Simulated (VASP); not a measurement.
# Ta8HC4 (a cell with a defect) in VASP: single point with PBEsol

Aim: the single point of Ta8HC4 (a cell with a defect) with PBEsol.

Program: VASP 6.6.1. These are calculated values, not measurements. Logs are shortened: lines on timing, memory, paths and dates and some standing lists are left out, and cuts for length are marked.

## (1) The cell of the first run

The cell holds a defect, 13 atoms: a = 5.814 Å, b = 5.814 Å, c = 6.191 Å, α = 105.44°, β = 105.44°, γ = 115.66°.

## (2) Single point, PBEsol

Input file INCAR:

```
ALGO = Normal ; EDIFF = 1E-7
ENCUT = 520 ; GGA = PS
ISIF = 2 ; ISMEAR = 0
LASPH = T ; LCHARG = F
LREAL = F ; LWAVE = F
NBANDS = 64 ; NELM = 80
PREC = Accurate ; SIGMA = 0.1
```

Input file KPOINTS:

```
k-points
0
Gamma
  5 5 5
```

Input file POSCAR:

```
Ta8HC4
1.0
    1.5476503499     -2.6806090383      4.9210802891
    1.5476503499     -2.6806090383     -4.9210802891
    3.0953006998      5.3612180767      0.0000000000
Ta C H
8 4 1
Direct
    0.4567486969      0.2063620079      0.1679915899
    0.9615814635      0.7155901508      0.1699336560
    0.4597280257      0.2070875632      0.6674842999
    0.9591249585      0.7057568103      0.6645180379
    0.0396030678      0.2922480008      0.3325171534
    0.5412424106      0.7946125908      0.3354855119
    0.0456517833      0.2916498018      0.8300667150
    0.5383681911      0.7887579282      0.8320089216
    0.4996340432      0.4996356688      0.5000008176
   -0.0011188396      0.9988819144      0.5000010591
    0.5008929752      0.5002703477      0.0020871100
   -0.0018166491      0.9988087646     -0.0020864520
   -0.1662684976      0.3337030239      0.0000461657
```

Potentials or basis: VASP PAW PBE potentials, release 64 (Ta_pv, C, H).

On the command line:

```sh
$ cat potpaw_PBE.64/Ta_pv/POTCAR potpaw_PBE.64/C/POTCAR potpaw_PBE.64/H/POTCAR > POTCAR
$ mpirun -np 1 vasp_std > vasp.out
```

OUTCAR:

```text
EDIFF = 1E-7
   ENCUT = 520
   GGA = PS
   ISIF = 2
   ISMEAR = 0
   LASPH = T
   LREAL = F
   NELM = 80
   PREC = Accurate

 ion  position               nearest neighbor table
   1  0.457  0.206  0.168-   9 2.16  12 2.17  11 2.18   6 3.02   5 3.03   7 3.04   5 3.04   8 3.05
                             2 3.06   6 3.07   3 3.09   4 3.09   4 3.10   3 3.10   2 3.13
   2  0.962  0.716  0.170-  13 1.87  10 2.14  12 2.15  11 2.18   5 3.02   6 3.03   8 3.04   6 3.05
                             5 3.05   1 3.06   3 3.07   4 3.08   7 3.09   4 3.11   3 3.12   1 3.13
   3  0.460  0.207  0.667-   9 2.18  11 2.18  10 2.18  13 2.22   6 3.01   7 3.02   8 3.03   8 3.04
                             7 3.05   5 3.07   2 3.07   1 3.09   4 3.09   4 3.10   1 3.10   2 3.12
   4  0.959  0.706  0.665-  10 2.17   9 2.18  12 2.18   5 3.01   8 3.02   7 3.03   7 3.05   6 3.05
                             8 3.07   2 3.08   1 3.09   3 3.09   3 3.10   1 3.10   2 3.11
   5  0.040  0.292  0.333-   9 2.18  12 2.18  10 2.18  13 2.22   4 3.01   2 3.02   1 3.03   1 3.04
                             2 3.05   3 3.07   7 3.07   8 3.09   6 3.09   6 3.10   8 3.10   7 3.12
   6  0.541  0.795  0.335-  10 2.17   9 2.18  11 2.18   3 3.01   1 3.02   2 3.03   2 3.05   4 3.05
                             1 3.07   7 3.08   8 3.09   5 3.09   5 3.10   8 3.10   7 3.11
   7  0.046  0.292  0.830-  13 1.87  10 2.14  11 2.15  12 2.18   3 3.02   4 3.03   1 3.04   4 3.05
                             3 3.05   8 3.06   5 3.07   6 3.08   2 3.09   6 3.11   5 3.12   8 3.13
   8  0.538  0.789  0.832-   9 2.16  11 2.17  12 2.18   4 3.02   3 3.03   2 3.04   3 3.04   1 3.05
                             7 3.06   4 3.07   5 3.09   6 3.09   6 3.10   5 3.10   7 3.13
   9  0.500  0.500  0.500-   8 2.16   1 2.16   4 2.18   6 2.18   5 2.18   3 2.18
  10  0.999  0.999  0.500-   2 2.14   7 2.14   6 2.17   4 2.17   3 2.18   5 2.18
  11  0.501  0.500  0.002-   7 2.15   8 2.17   1 2.18   2 2.18   3 2.18   6 2.18
  12  0.998  0.999  0.998-   2 2.15   1 2.17   8 2.18   7 2.18   5 2.18   4 2.18
  13  0.834  0.334  0.000-   2 1.87   7 1.87   5 2.22   3 2.22

  LATTYP: Found a face centered orthorhombic cell.
 ALAT       =     6.1906013995
 B/A-ratio  =     1.5898553215
 C/A-ratio  =     1.7320508076

  Lattice vectors:

 A1 = (   4.6429510497,   2.6806090384,  -4.9210802891)
 A2 = (   6.1906013996,   0.0000000001,   0.0000000000)
 A3 = (   1.5476503499,  -2.6806090383,  -4.9210802891)

Analysis of symmetry for initial positions (statically):
=====================================================================
 Subroutine PRICEL returns:
 Original cell was already a primitive cell.

 Routine SETGRP: Setting up the symmetry group for a
 face centered orthorhombic supercell.

 Subroutine GETGRP returns: Found  1 space group operations
 (whereof  1 operations were pure point group operations)
[... 159 lines left out ...]
  volume/ion in A,a.u.               =      12.56        84.78
  Fermi-wavevector in a.u.,A,eV,Ry     =   1.412925  2.670040 27.162074  1.996356
  Thomas-Fermi vector in A             =   2.534623
   LORBIT       =      0    0 simple, 1 ext, 2 COOP (PROOUT), +10 PAW based schemes
   GGA     = PS    functional components
   LHFCALC =     F    Hartree Fock is set to
   AEXX    =    0.0000 exact exchange contribution
   IVDW    =     0    specifies the selected vdW correction
   LEPSILON=     F    determine dielectric tensor
   LRPA    =     F    only Hartree local field effects (RPA)
 non-spin polarized calculation
 Gauss-broadening in eV      SIGMA  =   0.10
  energy-cutoff  :      520.00
  volume of cell :      163.33
 maximum number of plane-waves:      4439
 NGX is ok and might be reduce to    48
   NGX = 21   NGY = 21   NGZ = 23

 number of electron     105.0000003 magnetization

 Free energy of the ion-electron system (eV)
  ---------------------------------------------------
  ext. energy  EPLUGINS =         0.00000000
  ---------------------------------------------------
  free energy    TOTEN  =      -150.16417084 eV

  energy without entropy =     -150.13051517  energy(sigma->0) =     -150.14734301

 E-fermi :   6.8060     XC(G=0): -12.9984

 val. band max:        6.7991716928   @ k =   0.2000   0.4000  -0.4000
 cond. band min:       6.8154576250   @ k =   0.2000   0.2000  -0.4000
 fundamental gap:      0.0162859322
 Fermi energy:         6.8059593097

 k-point     1 :       0.0000    0.0000    0.0000
  band No.  band energies     occupation
      1     -28.2076      2.00000
      2     -28.1273      2.00000
      3     -28.1190      2.00000
      4     -28.1019      2.00000
      5     -28.0868      2.00000
      6     -28.0558      2.00000
[... 1597 lines left out ...]
     63       9.7358      0.00000
     64       9.8721      0.00000

 [... further k-points ...]

------------------------ aborting loop because EDIFF is reached ----------------------------------------

  FORCE on cell =-STRESS in cart. coord.  units (eV):
  Direction    XX          YY          ZZ          XY          YZ          ZX
  --------------------------------------------------------------------------------------
  -------------------------------------------------------------------------------------
  Total        2.8718882      3.3102047      3.3644745     -0.3798226     -0.6878589     -1.1916728
  in kB       28.1722374     32.4719727     33.0043406     -3.7259298     -6.7476597    -11.6899010
  external PRESSURE =      31.2161835 kB  Pullay stress =       0.0000000 kB

 VOLUME and BASIS-vectors are now :
 -----------------------------------------------------------------------------
  energy-cutoff  :      520.00
  volume of cell :      163.33
      direct lattice vectors                 reciprocal lattice vectors
     1.547650350 -2.680609038  4.921080289     0.161535194 -0.093262388  0.101603707
     1.547650350 -2.680609038 -4.921080289     0.161535194 -0.093262388 -0.101603707
     3.095300700  5.361218077  0.000000000     0.161535194  0.093262388  0.000000000

 POSITION                                       TOTAL-FORCE (eV/Angst)
 -----------------------------------------------------------------------------------
      1.54625     -0.87690      1.23217         0.031374     -0.065306      0.022983
      3.12167     -3.58479      1.21054        -0.011642     -0.085224      0.162048
      3.09806      1.79106      1.24326         0.027204     -0.074179      0.018051
      4.63354     -0.90027      1.24684         0.045998     -0.070415      0.036900
      1.54283      0.89313     -1.24329         0.050573     -0.060674     -0.018063
      3.10587     -1.78229     -1.24685         0.037969     -0.075091     -0.036902
      3.09133      3.54599     -1.21058         0.079652     -0.032606     -0.161937
      4.62925      0.90308     -1.23219         0.040929     -0.059823     -0.023003
      3.09417      0.00196     -0.00001         0.041044     -0.071157     -0.000003
      4.63949     -2.67461     -0.00000         0.041837     -0.072509     -0.000002
      1.55591     -2.67254      0.00306         0.037037     -0.065661     -0.020041
      6.17949     -0.00312     -0.00308         0.038345     -0.064868      0.020121
      1.80692     -3.12919      2.46068        -0.460319      0.797514     -0.000153
 -----------------------------------------------------------------------------------
    total drift:                                0.000041     -0.000072      0.000000

  FREE ENERGIE OF THE ION-ELECTRON SYSTEM (eV)
  ---------------------------------------------------
  free  energy   TOTEN  =      -150.1641708438 eV

  energy  without entropy=     -150.1305151706  energy(sigma->0) =     -150.14734301
```

stdout:

```text
POSCAR found type information on POSCAR TaC H
 POSCAR found :  3 types and      13 ions
 scaLAPACK will be used
 -----------------------------------------------------------------------------
|                                                                             |
|                                                                             |
|     You enforced a specific xc type in the INCAR file but a different       |
|     I HOPE YOU KNOW WHAT YOU ARE DOING!                                     |
|                                                                             |
 -----------------------------------------------------------------------------

 LDA part: xc-table for (Slater+PW92), standard interpolation
 POSCAR, INCAR and KPOINTS ok, starting setup
 FFT: planning ... GRIDC
 FFT: planning ... GRID_SOFT
 FFT: planning ... GRID
 WAVECAR not read
 entering main loop
```

Wall time 7.4 min (1 thread of Intel Xeon 6975P-C (Granite Rapids), shared host); peak memory 0.64 GiB.

What came out:

- Free energy: -150.1642 eV
- Pressure: 3.1 GPa
- Largest force: 0.921 eV/Å
- Band gap on the k mesh: zero (an odd number of electrons rules out a gap without spin polarisation)

Forces in eV/Å, atoms in the order of the input:
```
Ta   0.031 -0.065  0.023
Ta  -0.012 -0.085  0.162
Ta   0.027 -0.074  0.018
Ta   0.046 -0.070  0.037
Ta   0.051 -0.061 -0.018
Ta   0.038 -0.075 -0.037
Ta   0.080 -0.033 -0.162
Ta   0.041 -0.060 -0.023
C    0.041 -0.071  0.000
C    0.042 -0.073  0.000
C    0.037 -0.066 -0.020
C    0.038 -0.065  0.020
H   -0.460  0.798  0.000
```

Stress tensor (GPa, compression positive):
```
 2.82 -0.37 -1.17
-0.37  3.25 -0.67
-1.17 -0.67  3.30
```

Caveat: the PAW data sets were made with another functional, which shifts forces and pressure a little; spin-orbit coupling is left out, which moves the levels of the heavy elements.
